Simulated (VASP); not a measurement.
Set up this calculation in VASP 6.6.1, as the native input.

```yaml
Task: relaxation of cell and atoms
Functional: PBEsol
Dispersion: D3(BJ)
Potentials_or_basis: VASP PAW PBE potentials, release 64 (La, O)
Cutoff: 600 eV
k_mesh: 8 × 8 × 5
Occupations: fermi-dirac, width 0.05 eV
Spin: no spin polarisation
Dipole_correction: no
Further_INCAR_settings: ALGO = Normal; EDIFF = 1e-06; IBRION = 2; EDIFFG = -0.01; NSW = 60; ISIF = 3
```

The structure of La2O3 lies in POSCAR:

```
La2O3
1.0
    3.9307778780      0.0000000000      0.0000000000
   -1.9653889390      3.4041534990      0.0000000000
    0.0000000000      0.0000000000      6.1119535200
La O
2 3
Direct
    0.3333333333      0.6666666667      0.2462356800
    0.6666666667      0.3333333333      0.7537643200
    0.0000000000      0.0000000000      0.0000000000
    0.3333333333      0.6666666667      0.6458906500
    0.6666666667      0.3333333333      0.3541093500
```

These files were run (other wordings do the same):

INCAR

```
PREC = Accurate
ENCUT = 600
EDIFF = 1E-6
ISMEAR = -1
SIGMA = 0.05
LREAL = False
LASPH = True
NELM = 80
ALGO = Normal
ISIF = 3
LWAVE = False
LCHARG = False
GGA = PS
IVDW = 12
IBRION = 2
NSW = 60
EDIFFG = -0.01
```

KPOINTS

```
Automatic mesh
0
Gamma
  8 8 5
```

Potentials or basis: VASP PAW PBE potentials, release 64 (La, O).

Command:

```bash
$ cat potpaw_PBE.64/La/POTCAR potpaw_PBE.64/O/POTCAR > POTCAR
$ mpirun -np 1 vasp_std > vasp.out
```

It gave:

| Property | Result |
| --- | --- |
| Relaxed volume | 15.52 Å³/atom |
| Relaxed cell | a = 3.887 Å, b = 3.887 Å, c = 5.931 Å, α = 90.00°, β = 90.00°, γ = 120.00° |
| Space group after relaxing (to 0.05 Å) | P-3m1 (No. 164) |
| Energy gained by relaxing | 15.9 meV/atom |
| Ionic steps | 12 |
| Pressure after relaxing | 0.0 GPa |
| Largest force after relaxing | 0.005 eV/Å |
| Band gap on the k mesh | 3.85 eV, indirect (least direct gap 3.97 eV) |
| Dispersion energy per atom | -0.291 eV |

Caveat: the PAW data sets were made with another functional, which shifts forces and pressure a little; spin-orbit coupling is left out, which moves the levels of the heavy elements.

It took 7 min on 1 thread of Intel(R) Xeon(R) 6975P-C (Granite Rapids), with other jobs on the host, peak memory 0.3 GiB.
